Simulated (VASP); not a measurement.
# Ga (C2/c) in VASP: further runs, part 2 of 3

VASP 6.6.1.

**3. Electric field gradients, PBEsol (19.01 Å³/atom)**

This run uses another cell than the first one, of 19.01 Å³/atom.

The input, INCAR:

```
PREC = Accurate ; ENCUT = 520
EDIFF = 1E-8 ; ISMEAR = -1
SIGMA = 0.03 ; LREAL = False
LASPH = True ; NELM = 80
ALGO = Normal ; ISIF = 2
LWAVE = False ; LCHARG = False
GGA = PS ; LEFG = True
NBANDS = 20
```

The input, KPOINTS:

```
regular mesh
0
Gamma
  14 14 11
```

The input, POSCAR:

```
Ga
1.0
    1.3944302704     -4.0597783686      0.0000000000
    1.3944302704      4.0597783686      0.0000000000
   -0.1184207052      0.0000000000      3.3574513307
Ga
2
Direct
    0.8690000000      0.1310000000      0.2500000000
    0.1310000000      0.8690000000      0.7500000000
```

Potentials or basis: VASP PAW PBE potentials, release 64 (Ga_d).

Started as:

```bash
> cat potpaw_PBE.64/Ga_d/POTCAR > POTCAR
> mpirun -np 1 vasp_std > vasp.out
```

OUTCAR:

```text
PREC = Accurate
   ENCUT = 520
   EDIFF = 1E-8
   ISMEAR = -1
   LREAL = False
   LASPH = True
   NELM = 80
   ISIF = 2
   GGA = PS

 ion  position               nearest neighbor table
   1  0.869  0.131  0.250-   2 2.71   2 2.71   2 2.89   2 2.89
   2  0.131  0.869  0.750-   1 2.71   1 2.71   1 2.89   1 2.89

  LATTYP: Found a base centered monoclinic cell.
 ALAT       =     2.7888605408
 B/A-ratio  =     2.9114244396
 C/A-ratio  =     1.2046278548
 COS(beta)  =    -0.0352490928

  Lattice vectors:

 A1 = (   1.3944302704,  -4.0597783686,   0.0000000000)
 A2 = (   1.3944302704,   4.0597783686,   0.0000000000)
 A3 = (  -0.1184207052,   0.0000000000,   3.3574513307)

Analysis of symmetry for initial positions (statically):
=====================================================================
 Subroutine PRICEL returns:
 Original cell was already a primitive cell.

 Routine SETGRP: Setting up the symmetry group for a
 base centered monoclinic supercell.

 Subroutine GETGRP returns: Found  4 space group operations
 (whereof  2 operations were pure point group operations)
 out of a pool of  4 trial point group operations.

The static configuration has the point symmetry S_2 .
 The point group associated with its full space group is C_2h.

Analysis of symmetry for dynamics (positions and initial velocities):
=====================================================================
 Subroutine PRICEL returns:
 Original cell was already a primitive cell.

 Routine SETGRP: Setting up the symmetry group for a
 base centered monoclinic supercell.

 Subroutine GETGRP returns: Found  4 space group operations
 (whereof  2 operations were pure point group operations)
 out of a pool of  4 trial point group operations.

The dynamic configuration has the point symmetry S_2 .
 The point group associated with its full space group is C_2h.

 Subroutine INISYM returns: Found  4 space group operations
 (whereof  2 operations are pure point group operations),
 and found     1 'primitive' translations

----------------------------------------------------------------------------------------

                                     Primitive cell

  volume of cell :      38.0136

  direct lattice vectors                    reciprocal lattice vectors
     1.394430270 -4.059778369  0.000000000     0.358569382 -0.123159433  0.012647105
     1.394430270  4.059778369  0.000000000     0.358569382  0.123159433  0.012647105
    -0.118420705  0.000000000  3.357451331     0.000000000  0.000000000  0.297844973

  length of vectors
     4.292579199  4.292579199  3.359539091     0.379341794  0.379341794  0.297844973

  position of ions in fractional coordinates (direct lattice)
     0.869000000  0.131000000  0.250000000
     0.131000000  0.869000000  0.750000000

  ion indices of the primitive-cell ions
   primitive index   ion index
                 1           1
                 2           2

----------------------------------------------------------------------------------------

 KPOINTS: regular mesh

[... 73 lines left out ...]
   ISIF   =      2    stress and relaxation
   ISYM   =      2    0-nonsym 1-usesym 2-fastsym
   POTIM  = 0.5000    time-step for ionic-motion
   TEBEG  =    0.0;   TEEND  =   0.0 temperature during run
   PSTRESS=    0.0 pullay stress
   NELECT =      26.0000    total number of electrons
   NUPDOWN=      -1.0000    fix difference up-down
   EMIN   =  10.00;   EMAX   =-10.00  energy-range for DOS
   EFERMI =   0.00;   METHOD = LEGACY
   ISMEAR =    -1;   SIGMA  =   0.03  broadening in eV -4-tet -1-fermi 0-gaus
   EFERMI_NEDOS =   21; number of points for ismear=-14 and -15
   IALGO  =     38    algorithm
   IMIX   =      4    mixing-type and parameters
     AMIX     =   0.40;   BMIX     =  1.00
     AMIX_MAG =   1.60;   BMIX_MAG =  1.00
  volume/ion in A,a.u.               =      19.01       128.26
  Fermi-wavevector in a.u.,A,eV,Ry     =   1.442402  2.725745 28.307243  2.080524
  Thomas-Fermi vector in A             =   2.560926
   LORBIT       =      0    0 simple, 1 ext, 2 COOP (PROOUT), +10 PAW based schemes
   GGA     = PS    functional components
   LHFCALC =     F    Hartree Fock is set to
   AEXX    =    0.0000 exact exchange contribution
   IVDW    =     0    specifies the selected vdW correction
   LEPSILON=     F    determine dielectric tensor
   LRPA    =     F    only Hartree local field effects (RPA)
 non-spin polarized calculation
  energy-cutoff  :      520.00
  volume of cell :       38.01
 maximum number of plane-waves:      1041
   NGX = 15   NGY = 15   NGZ = 13

 number of electron      26.0000011 magnetization

 Free energy of the ion-electron system (eV)
  ---------------------------------------------------
  ext. energy  EPLUGINS =         0.00000000
  ---------------------------------------------------
  free energy    TOTEN  =        -6.65944849 eV

  energy without entropy =       -6.65758763  energy(sigma->0) =       -6.65851806

 E-fermi :   5.2661     XC(G=0): -11.0735

 val. band max:        5.2572528759   @ k =  -0.1429  -0.2857   0.4545
 cond. band min:       5.2681073451   @ k =   0.0000   0.0000   0.3636
 fundamental gap:      0.0108544692
 Fermi energy:         5.2660518448

 k-point     1 :       0.0000    0.0000    0.0000
  band No.  band energies     occupation
      1      -9.7910      2.00000
      2      -9.7802      2.00000
      3      -9.7482      2.00000
      4      -9.7231      2.00000
      5      -9.4648      2.00000
      6      -9.4639      2.00000
[... 541 lines left out ...]
     19      16.3704      0.00000
     20      17.4652      0.00000

 [... further k-points ...]

------------------------ aborting loop because EDIFF is reached ----------------------------------------

  FORCE on cell =-STRESS in cart. coord.  units (eV):
  Direction    XX          YY          ZZ          XY          YZ          ZX
  --------------------------------------------------------------------------------------
  -------------------------------------------------------------------------------------
  Total       -0.7182970     -0.7046394     -0.7181336      0.0000000      0.0000000     -0.0164821
  in kB      -30.2744183    -29.6987826    -30.2675317      0.0000000      0.0000000     -0.6946789
  external PRESSURE =     -30.0802442 kB  Pullay stress =       0.0000000 kB

 VOLUME and BASIS-vectors are now :
 -----------------------------------------------------------------------------
  energy-cutoff  :      520.00
  volume of cell :       38.01
      direct lattice vectors                 reciprocal lattice vectors
     1.394430270 -4.059778369  0.000000000     0.358569382 -0.123159433  0.012647105
     1.394430270  4.059778369  0.000000000     0.358569382  0.123159433  0.012647105
    -0.118420705  0.000000000  3.357451331     0.000000000  0.000000000  0.297844973

 POSITION                                       TOTAL-FORCE (eV/Angst)
 -----------------------------------------------------------------------------------
      1.36483     -2.99612      0.83936        -0.000000      0.170963      0.000000
      1.30561      2.99612      2.51809         0.000000     -0.170963     -0.000000
 -----------------------------------------------------------------------------------
    total drift:                                0.000000      0.000000     -0.000000

  FREE ENERGIE OF THE ION-ELECTRON SYSTEM (eV)
  ---------------------------------------------------
  free  energy   TOTEN  =        -6.6594484867 eV

  energy  without entropy=       -6.6575876292  energy(sigma->0) =       -6.65851806

 Electric field gradients (V/A^2)
---------------------------------------------------------------------
 ion       V_xx      V_yy      V_zz      V_xy      V_xz      V_yz
---------------------------------------------------------------------
   1      -6.009   -17.560    23.569     0.000    -2.405    -0.000
   2      -6.009   -17.560    23.569     0.000    -2.405    -0.000
---------------------------------------------------------------------

 Electric field gradients after diagonalization (V/A^2)
 (convention: |V_zz| > |V_xx| > |V_yy|)
----------------------------------------------------------------------
 ion       V_xx      V_yy      V_zz     asymmetry (V_yy - V_xx)/ V_zz
----------------------------------------------------------------------
   1     -17.560    -6.203    23.763       0.478
   2     -17.560    -6.203    23.763       0.478
----------------------------------------------------------------------

           NMR quadrupolar parameters

 Cq : quadrupolar parameter    Cq=e*Q*V_zz/h
 eta: asymmetry parameters     (V_yy - V_xx)/ V_zz
 Q  : nuclear electric quadrupole moment in mb (millibarn)
----------------------------------------------------------------------
 ion       Cq(MHz)       eta       Q (mb)
----------------------------------------------------------------------
   1       0.057       0.478       1.000
   2       0.057       0.478       1.000
----------------------------------------------------------------------
```

OSZICAR:

```text
N       E                     dE             d eps       ncg     rms          rms(c)
DAV:   1     0.131008699609E+03    0.13101E+03   -0.13225E+04 24404   0.244E+03
DAV:   2     0.475543723369E+01   -0.12625E+03   -0.12317E+03 24092   0.383E+02
DAV:   3    -0.657164948272E+01   -0.11327E+02   -0.11270E+02 26140   0.946E+01
DAV:   4    -0.674163323843E+01   -0.16998E+00   -0.16990E+00 26624   0.128E+01
DAV:   5    -0.674451109320E+01   -0.28779E-02   -0.28777E-02 26496   0.164E+00    0.149E+00
DAV:   6    -0.667373007814E+01    0.70781E-01   -0.14010E-01 31148   0.618E+00    0.720E-01
DAV:   7    -0.666113958308E+01    0.12590E-01   -0.21622E-02 33512   0.201E+00    0.220E-01
DAV:   8    -0.665943605827E+01    0.17035E-02   -0.23944E-03 25776   0.685E-01    0.156E-02
DAV:   9    -0.665944758093E+01   -0.11523E-04   -0.96298E-05 26756   0.988E-02    0.748E-03
DAV:  10    -0.665944831973E+01   -0.73881E-06   -0.56238E-06 25896   0.270E-02    0.236E-03
DAV:  11    -0.665944849335E+01   -0.17362E-06   -0.53081E-07 27832   0.829E-03    0.531E-04
DAV:  12    -0.665944848668E+01    0.66721E-08   -0.86576E-08 27260   0.422E-03
   1 F= -.66594485E+01 E0= -.66585181E+01  d E =-.186086E-02
```

stdout:

```text
POSCAR found type information on POSCAR Ga
 POSCAR found :  1 types and       2 ions
 scaLAPACK will be used
 -----------------------------------------------------------------------------
|                                                                             |
|                                                                             |
|     You enforced a specific xc type in the INCAR file but a different       |
|     I HOPE YOU KNOW WHAT YOU ARE DOING!                                     |
|                                                                             |
 -----------------------------------------------------------------------------

 LDA part: xc-table for (Slater+PW92), standard interpolation
 POSCAR, INCAR and KPOINTS ok, starting setup
 FFT: planning ... GRIDC
 FFT: planning ... GRID_SOFT
 FFT: planning ... GRID
 WAVECAR not read
 entering main loop
ion   1

ion   2
```

Wall time 3 min (1 thread of Intel Xeon Platinum 8488C (Sapphire Rapids), shared host); peak memory 0.45 GiB.

Results:

```
Free energy                             : -6.6594 eV
Pressure                                : -3.0 GPa
Largest force                           : 0.171 eV/Å
Band gap on the k mesh                  : zero (bands 13 and 14 overlap by 7.83 eV)
Largest electric field gradient by atom : Ga +23.8 V/Å²
```

Forces in eV/Å, atoms in the order of the input:
```
Ga   0.000  0.171  0.000
Ga   0.000 -0.171  0.000
```

Stress tensor (GPa, compression positive):
```
-3.03  0.00 -0.07
 0.00 -2.97  0.00
-0.07  0.00 -3.03
```

Levels at points of the mesh, in eV from the Fermi level:
| k point | band 10 | band 11 | band 12 | band 13 | band 14 | band 15 | band 16 | band 17 |
| --- | --- | --- | --- | --- | --- | --- | --- | --- |
| (0.00, 0.00, 0.00) | -14.56 | -11.05 | -2.02 | -1.70 | 1.62 | 5.38 | 9.50 | 9.98 |
| (0.50, 0.00, 0.00) | -14.57 | -6.00 | -4.92 | -1.29 | -0.05 | 5.66 | 6.44 | 8.30 |
| (0.50, 0.50, 0.00) | -14.62 | -8.96 | -8.46 | 3.94 | 4.50 | 5.67 | 5.90 | 7.42 |

Electric field gradients, principal values (V/Å²):
```
atom   least   middle  greatest (by size)
1 Ga  -6.203  -17.560              23.763
2 Ga  -6.203  -17.560              23.763
```

Caveat: the cell stands under tension; without QUAD_EFG the Cq values of the log hold for a quadrupole moment of 1 mb, not for the nuclei; the PAW data sets were made with another functional, which shifts forces and pressure a little.

(Part 2 of 3 ends here.)
